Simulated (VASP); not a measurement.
Input of a VASP 6.6.1 run:

The input POSCAR:

```
Pt
1.0
    0.0000000000      1.9579000000      1.9579000000
    1.9579000000      0.0000000000      1.9579000000
    1.9579000000      1.9579000000      0.0000000000
Pt
1
Direct
    0.0000000000      0.0000000000      0.0000000000
```

Contents of INCAR.step1:

```
SYSTEM = Pt
PREC = Accurate
ENCUT = 520
ISMEAR = 0
SIGMA = 0.15
LREAL = .FALSE.
LASPH = .TRUE.
NELM = 100
NBANDS = 11
GGA = PE
ALGO = Normal
EDIFF = 1E-4
LWAVE = .TRUE.
LCHARG = .FALSE.
```

File INCAR.step2:

```
SYSTEM = Pt
PREC = Accurate
ENCUT = 520
EDIFF = 1E-7
ISMEAR = 0
SIGMA = 0.15
LREAL = .FALSE.
LASPH = .TRUE.
NELM = 100
ALGO = Normal
ISIF = 2
LWAVE = .FALSE.
LCHARG = .FALSE.
METAGGA = R2SCAN
LMIXTAU = .TRUE.
NBANDS = 11
ISTART = 1
```

KPOINTS

```
regular mesh
0
G
  24 24 24
  0 0 0
```

Potentials or basis: VASP PAW PBE potentials, release 64 (Pt).

The run is started by

```console
$ cat potpaw_PBE.64/Pt/POTCAR > POTCAR
$ cp INCAR.step1 INCAR
$ mpirun -np 1 vasp_std > vasp.out
$ cp INCAR.step2 INCAR
$ mpirun -np 1 vasp_std > vasp.out
```

Problem. What does it give for the band gap on the k mesh?

Solution. Zero (band 5 reaches 11.64 eV, above the bottom of band 6 at 9.24 eV).

Problem. Predict the pressure.

Solution. 6.2 GPa.

Caveat: the PAW data sets were made with another functional, which shifts forces and pressure a little; spin-orbit coupling is left out, which moves the levels of the heavy elements.
